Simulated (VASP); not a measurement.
A run of VASP 6.6.1 is set up as follows.

The input INCAR:

```
PREC = Accurate
ENCUT = 520
EDIFF = 1E-8
ISMEAR = 0
SIGMA = 0.01
LREAL = F
LASPH = T
NELM = 80
ALGO = Normal
ISIF = 2
LWAVE = F
LCHARG = T
GGA = PS
IBRION = 8
NSW = 1
LEPSILON = T
```

Contents of KPOINTS:

```
Automatic mesh
0
Gamma
  6 6 6
```

File POSCAR:

```
NaI
1.0
    0.0000000000      3.2017215208      3.2017215208
    3.2017215208      0.0000000000      3.2017215208
    3.2017215208      3.2017215208      0.0000000000
Na I
1 1
Direct
    0.0000000000      0.0000000000      0.0000000000
    0.5000000000      0.5000000000      0.5000000000
```

Potentials or basis: VASP PAW PBE potentials, release 64 (Na_pv, I).

Run with:

```sh
$ cat potpaw_PBE.64/Na_pv/POTCAR potpaw_PBE.64/I/POTCAR > POTCAR
$ mpirun -np 1 vasp_std > vasp.out
```

Question: What does it give for the electronic dielectric tensor (diagonal)?

Answer: 3.49.

Question: Predict the Born charges (mean of the diagonal).

Answer: Na +1.19; I -1.19 e.

Question: Predict the highest phonon frequency at Γ, LO-TO splitting left out.

Answer: 119 cm⁻¹.

Phonon frequencies in cm⁻¹ (negative: imaginary):
```csv
q point,frequencies
"(0.000, 0.000, 0.000)",0 0 0 119 119 119
```
